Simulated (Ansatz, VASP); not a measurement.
## One calculation of Gd, two programs

The input INCAR:

```
PREC = Accurate ; ENCUT = 520
EDIFF = 1E-6 ; ISMEAR = -1
SIGMA = 0.05 ; LREAL = False
LASPH = True ; NELM = 150
ALGO = Normal ; ISIF = 2
LWAVE = False ; LCHARG = False
ISPIN = 2 ; MAGMOM = 7
LORBIT = 11 ; LMAXMIX = 6
GGA = PE ; NBANDS = 19
```

KPOINTS

```
Automatic mesh
0
Gamma
  13 13 13
```

Contents of POSCAR:

```
Gd
1.0
    0.0000000000      2.1454057296      2.1454057296
    2.1454057296      0.0000000000      2.1454057296
    2.1454057296      2.1454057296      0.0000000000
Gd
1
Direct
    0.0000000000      0.0000000000      0.0000000000
```

Input for Ansatz:

```yaml
crystal:
  lattice:
    - [0.0, 2.1454057296, 2.1454057296]
    - [2.1454057296, 0.0, 2.1454057296]
    - [2.1454057296, 2.1454057296, 0.0]
  atoms:
    - { symbol: Gd, position: [0.0, 0.0, 0.0], spin: 7.0 }
magnetization:
  spin_polarized: true
kpoints:
  mp_grid: { grid: [13, 13, 13] }
scf:
  occupations: { method: fermi_dirac, width: 0.05 }
hamiltonian:
  xc: pbe
  pseudopotentials: { kind: all_electron, lapw: { basis_error: 0.001 } }
output:
  forces: true
  stress: true
  eigenvalues: true
  populations: true
```

Change from the starting cell: volume scaled by 0.6, LAPW.

Alike in both runs: task single point; functional PBE; k mesh 13 × 13 × 13; occupations fermi-dirac, width 0.05 eV; collinear spin.

|  | VASP | Ansatz |
| --- | --- | --- |
| version | VASP 6.6.1 | Ansatz 0.2.0 |
| potentials or method | VASP PAW PBE potentials, release 64 (Gd), cutoff 520 eV | all-electron LAPW, scalar-relativistic |

Ansatz gave:

- pressure (GPa): 36.4
- net moment per atom (μB): 6.99
- size of the moment on the site where the two differ most (μB): 6.95

Q: Which values does VASP return?

A: Pressure (GPa): 36.8; net moment per atom (μB): 7.00; size of the moment on the site where the two differ most (μB): 6.74.

Site moments also hang on the region over which each program counts them. Both programs put the cell under a high pressure, so it lies far from rest at this level. Ansatz ran all-electron here, and VASP with PAW potentials.

Spin-orbit coupling is off throughout.
